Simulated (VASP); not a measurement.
SnO, 8 atoms in the cell. The structure is orthorhombic, space group Cmce (No. 64). The conventional cell has a = 5.474 Å, b = 5.476 Å, c = 10.222 Å, α = 90.00°, β = 90.00°, γ = 90.00°. Within 3.0 Å of Sn (site symmetry m) lie 4 O at 2.25 to 2.26 Å. O (site symmetry 2) has 4 Sn at 2.25 to 2.26 Å and 4 O at 2.74 Å within 3.0 Å. 

* Program: VASP 6.6.1
* Task: single point
* Functional: LDA
* Potentials or basis: VASP PAW LDA potentials, release 64 (Sn_d, O)
* Cutoff: 520 eV
* k mesh: 6 × 6 × 2
* Occupations: gaussian, width 0.01 eV
* Spin: no spin polarisation
* Dipole correction: no
* Further INCAR settings: ALGO = Normal; EDIFF = 1e-06; NBANDS = 50

Potentials or basis: VASP PAW LDA potentials, release 64 (Sn_d, O).

Command:

```console
$ cat potpaw_LDA.64/Sn_d/POTCAR potpaw_LDA.64/O/POTCAR > POTCAR
$ mpirun -np 1 vasp_std > vasp.out
```

Hardware: 1 thread of Intel Xeon 8259CL, on a shared host.

Problem. Estimate the wall time of this run.

Solution. Run time: 4.9 min on 1 thread of Intel Xeon 8259CL, with other jobs on the host, peak memory 0.3 GiB. Counts: scf iterations 14, k points 26.
